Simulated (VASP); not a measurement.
**Ti: single point with PBE**

The system is Ti.

```
CELL_PARAMETERS angstrom
0.00000 2.03000 2.00970
2.03000 0.00000 2.00970
2.03000 2.03000 0.00000
ATOMIC_POSITIONS crystal
Ti 0.00000 0.00000 0.00000
```

This cell differs from its parent crystal: zz strain of -1 %.

```yaml
Program: VASP 6.6.1
Task: single point
Functional: PBE
Potentials_or_basis: VASP PAW PBE potentials, release 64 (Ti_sv)
Cutoff: 520 eV
k_mesh: 15 × 15 × 15
Occupations: fermi-dirac, width 0.05 eV
Spin: no spin polarisation
```

```json
{
 "Pressure": "5.4 GPa",
 "Band gap on the k mesh": "zero (bands 6 and 7 overlap by 1.18 eV)"
}
```

Stress tensor (GPa, compression positive):
```
5.25 0.00 0.00
0.00 5.25 0.00
0.00 0.00 5.69
```

Levels at points of the mesh, in eV from the Fermi level:
```csv
k point,band 2,band 3,band 4,band 5,band 6,band 7,band 8,band 9,band 10,band 11
"(0.00, 0.00, 0.00)",-32.44,-32.44,-32.44,-6.21,0.87,0.87,0.95,2.59,2.69,15.51
```

Run time: 40 s on 1 thread of Intel(R) Xeon(R) Platinum 8259CL CPU @ 2.50GHz (Skylake/Cascade Lake) (shared host), peak memory 0.18 GiB.

Caveat: the cell differs from its parent crystal (zz strain of -1 %); the cell stands under pressure.
